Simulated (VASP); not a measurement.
Runs of VASP 6.6.1 on Tc. The structure is that of space group P6_3/mmc (No. 194), or close to it. The cells are those of the table. 

```tsv
level	potentials or basis	cell	cutoff (eV)	gap on the mesh (eV)	pressure (GPa)
LDA	VASP PAW LDA potentials, release 64 (Tc_pv)	a = 2.740, b = 2.740, c = 4.398 Å, angles 90.0, 90.0, 120.0°, 2 atoms	520	none	-11.9
LDA	VASP PAW LDA potentials, release 64 (Tc_pv)	a = 2.758, b = 2.758, c = 4.427 Å, angles 90.0, 90.0, 120.0°, 2 atoms	520	none	-17.3
LDA	VASP PAW LDA potentials, release 64 (Tc_pv)	a = 2.722, b = 2.722, c = 4.368 Å, angles 90.0, 90.0, 120.0°, 2 atoms	520	none	(b)
LDA	VASP PAW LDA potentials, release 64 (Tc_pv)	a = 2.776, b = 2.776, c = 4.456 Å, angles 90.0, 90.0, 120.0°, 2 atoms	520	none	(a)
LDA	VASP PAW LDA potentials, release 64 (Tc_pv)	a = 2.684, b = 2.684, c = 4.308 Å, angles 90.0, 90.0, 120.0°, 2 atoms	520	none	8.8
LDA	VASP PAW LDA potentials, release 64 (Tc_pv)	a = 2.794, b = 2.794, c = 4.484 Å, angles 90.0, 90.0, 120.0°, 2 atoms	520	none	-26.5
PBEsol	VASP PAW PBE potentials, release 64 (Tc_sv)	a = 2.758, b = 2.758, c = 4.427 Å, angles 90.0, 90.0, 120.0°, 2 atoms	560	none	-12.9
```

Alike in all rows: task single point; no spin polarisation; k mesh 11 × 11 × 6; smearing fermi-dirac 0.05 eV.

**Question.** Estimate the missing entries.

**Answer.** (a) -22.2; (b) -5.7.

Caveats: the cell stands under tension (at least some runs); the cell stands under pressure (at least some runs); the PAW data sets were made with another functional, which shifts forces and pressure a little (at least some runs).

A k mesh can miss the band edges, and the runs leave out spin-orbit coupling on Tc.

A gap of «none» marks levels without a gap at the run's occupations.

The runs don't all hold the same shells in valence.
